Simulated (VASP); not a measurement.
# C (Pm-3m) in VASP: further runs, part 2 of 2

VASP 6.6.1.

## Step 4: Single point, LDA

This run uses another cell than the first one, of 5.40 Å³/atom, 0.728 times its volume.

Input file INCAR:

```
SYSTEM = C
PREC = Accurate
ENCUT = 910
EDIFF = 1E-6
ISMEAR = -1
SIGMA = 0.1
LREAL = .False.
LASPH = .True.
NELM = 120
ALGO = Normal
ISIF = 2
LWAVE = .False.
LCHARG = .False.
NBANDS = 8
GGA_COMPAT = .False.
```

Input file KPOINTS:

```
Automatic mesh
0
Gamma
  9 9 9
  0 0 0
```

Input file POSCAR:

```
C
1.0
    1.7542114841      0.0000000000      0.0000000000
    0.0000000000      1.7542114841      0.0000000000
    0.0000000000      0.0000000000      1.7542114841
C
1
Direct
    0.0000000000      0.0000000000      0.0000000000
```

Potentials or basis: VASP PAW LDA potentials, release 64 (C_h).

Started as:

```sh
$ cat potpaw_LDA.64/C_h/POTCAR > POTCAR
$ mpirun -np 1 vasp_std > vasp.out
```

OUTCAR:

```text
SYSTEM = C
   PREC = Accurate
   ENCUT = 910
   EDIFF = 1E-6
   ISMEAR = -1
   LREAL = .False.
   LASPH = .True.
   NELM = 120
   ISIF = 2

 ion  position               nearest neighbor table
   1  0.000  0.000  0.000-

  LATTYP: Found a simple cubic cell.
 ALAT       =     1.7542114841

  Lattice vectors:

 A1 = (   1.7542114841,   0.0000000000,   0.0000000000)
 A2 = (   0.0000000000,   1.7542114841,   0.0000000000)
 A3 = (   0.0000000000,   0.0000000000,   1.7542114841)

Analysis of symmetry for initial positions (statically):
=====================================================================
 Subroutine PRICEL returns:
 Original cell was already a primitive cell.

 Routine SETGRP: Setting up the symmetry group for a
 simple cubic supercell.

 Subroutine GETGRP returns: Found 48 space group operations
 (whereof 48 operations were pure point group operations)
 out of a pool of 48 trial point group operations.

The static configuration has the point symmetry O_h .

Analysis of symmetry for dynamics (positions and initial velocities):
=====================================================================
 Subroutine PRICEL returns:
 Original cell was already a primitive cell.

 Routine SETGRP: Setting up the symmetry group for a
 simple cubic supercell.

 Subroutine GETGRP returns: Found 48 space group operations
 (whereof 48 operations were pure point group operations)
 out of a pool of 48 trial point group operations.

The dynamic configuration has the point symmetry O_h .

 Subroutine INISYM returns: Found 48 space group operations
 (whereof 48 operations are pure point group operations),
 and found     1 'primitive' translations

----------------------------------------------------------------------------------------
[... 108 lines left out ...]
   IALGO  =     38    algorithm
   IMIX   =      4    mixing-type and parameters
     AMIX     =   0.40;   BMIX     =  1.00
     AMIX_MAG =   1.60;   BMIX_MAG =  1.00
  volume/ion in A,a.u.               =       5.40        36.43
  Fermi-wavevector in a.u.,A,eV,Ry     =   1.481425  2.799487 29.859601  2.194619
  Thomas-Fermi vector in A             =   2.595336
   LORBIT       =      0    0 simple, 1 ext, 2 COOP (PROOUT), +10 PAW based schemes
   GGA     = CA    functional components
   LHFCALC =     F    Hartree Fock is set to
   AEXX    =    0.0000 exact exchange contribution
   IVDW    =     0    specifies the selected vdW correction
   LEPSILON=     F    determine dielectric tensor
   LRPA    =     F    only Hartree local field effects (RPA)
 non-spin polarized calculation
  energy-cutoff  :      910.00
  volume of cell :        5.40
 maximum number of plane-waves:       345
 NGX is ok and might be reduce to    18
   NGX =  9   NGY =  9   NGZ =  9

 number of electron       4.0000000 magnetization

 Free energy of the ion-electron system (eV)
  ---------------------------------------------------
  ext. energy  EPLUGINS =         0.00000000
  ---------------------------------------------------
  free energy    TOTEN  =        -7.51809824 eV

  energy without entropy =       -7.50916912  energy(sigma->0) =       -7.51363368

 E-fermi :  13.2291     XC(G=0): -14.2647

 val. band max:       13.1771507673   @ k =   0.2222   0.0000   0.0000
 cond. band min:      13.3420702024   @ k =   0.2222   0.2222   0.1111
 fundamental gap:      0.1649194351
 Fermi energy:        13.2291354811

 k-point     1 :       0.0000    0.0000    0.0000
  band No.  band energies     occupation
      1      -9.8324      2.00000
      2      22.1023      0.00000
      3      22.1023      0.00000
      4      22.1023      0.00000
      5      38.5703      0.00000
      6      38.5703      0.00000
      7      44.4404      0.00000
      8      69.5050      0.00000
[... 243 lines left out ...]
 k-point    24 :       0.4444    0.3333    0.1111
  band No.  band energies     occupation
      1       2.3659      2.00000
      2       6.1350      2.00000
      3      14.5987      0.00000
      4      26.0719      0.00000
      5      26.7878      0.00000
      6      45.9719      0.00000
      7      50.4606      0.00000
      8      60.8323      0.00000

 [... further k-points ...]

------------------------ aborting loop because EDIFF is reached ----------------------------------------

  FORCE on cell =-STRESS in cart. coord.  units (eV):
  Direction    XX          YY          ZZ          XY          YZ          ZX
  --------------------------------------------------------------------------------------
  -------------------------------------------------------------------------------------
  Total        0.0122311      0.0122311      0.0122311      0.0000000     -0.0000000      0.0000000
  in kB        3.6302095      3.6302095      3.6302095      0.0000000     -0.0000000      0.0000000
  external PRESSURE =       3.6302095 kB  Pullay stress =       0.0000000 kB

 VOLUME and BASIS-vectors are now :
 -----------------------------------------------------------------------------
  energy-cutoff  :      910.00
  volume of cell :        5.40
      direct lattice vectors                 reciprocal lattice vectors
     1.754211484  0.000000000  0.000000000     0.570056694  0.000000000  0.000000000
     0.000000000  1.754211484  0.000000000     0.000000000  0.570056694  0.000000000
     0.000000000  0.000000000  1.754211484     0.000000000  0.000000000  0.570056694

 POSITION                                       TOTAL-FORCE (eV/Angst)
 -----------------------------------------------------------------------------------
      0.00000      0.00000      0.00000         0.000000      0.000000      0.000000
 -----------------------------------------------------------------------------------
    total drift:                               -0.000000      0.000000     -0.000000

  FREE ENERGIE OF THE ION-ELECTRON SYSTEM (eV)
  ---------------------------------------------------
  free  energy   TOTEN  =        -7.5180982397 eV

  energy  without entropy=       -7.5091691217  energy(sigma->0) =       -7.51363368
```

stdout:

```text
POSCAR found type information on POSCAR C
 POSCAR found :  1 types and       1 ions
 scaLAPACK will be used
 LDA part: xc-table for (Slater(with rela. corr.)+CA(PZ))
 , standard interpolation
 POSCAR, INCAR and KPOINTS ok, starting setup
 FFT: planning ... GRIDC
 FFT: planning ... GRID_SOFT
 FFT: planning ... GRID
 WAVECAR not read
 entering main loop
```

It took 2.9 s on 1 thread of Intel Xeon Platinum 8375C at 2.90GHz (Ice Lake), shared host; peak memory 0.1 GiB.

What came out:

```yaml
Free_energy: -7.5181 eV
Pressure: 0.4 GPa
Band_gap_on_the_k_mesh: zero (band 2 reaches 22.10 eV, above the bottom of band 3 at 11.45 eV)
```

Levels at points of the mesh, in eV from the Fermi level:
```csv
k point,band 1,band 2,band 3,band 4,band 5,band 6,band 7
"(0.00, 0.00, 0.00)",-23.06,8.87,8.87,8.87,25.34,25.34,31.21
```

Caveat: the k points lie up to 0.40 Å⁻¹ apart; the cutoff is under 1.25 times the usual one of these potentials, so pressure, stress and relaxed cells hold a basis-set (Pulay) error.

## Step 5: Overview

```tsv
task	potentials or basis	cell	cutoff (eV)	second run	gap on the mesh (eV)	pressure (GPa)
relaxation of cell and atoms	VASP PAW LDA potentials, release 64 (C)	relaxed to 30 GPa from a = 1.950 Å, 1 atom	600	-	none	30.0
single point	VASP PAW LDA potentials, release 64 (C_h)	a = 1.740 Å, 1 atom	910	hard_potentials	none	10.6
single point	VASP PAW LDA potentials, release 64 (C_h)	a = 1.754 Å, 1 atom	910	hard_potentials	none	0.4
```

Alike in all rows: level LDA; no spin polarisation; k mesh 9 × 9 × 9; smearing fermi-dirac 0.1 eV.

Caveats: some runs use coarse meshes; the cutoff is under 1.25 times the usual one of these potentials, so pressure, stress and relaxed cells hold a basis-set (Pulay) error (some runs); the cell is relaxed towards a set pressure, so the enthalpy falls and the energy may rise (some runs); the volume moved by over 15 % at a fixed basis, so the end points are rough (some runs).

Absolute energies hang on the potentials; compare differences alone.
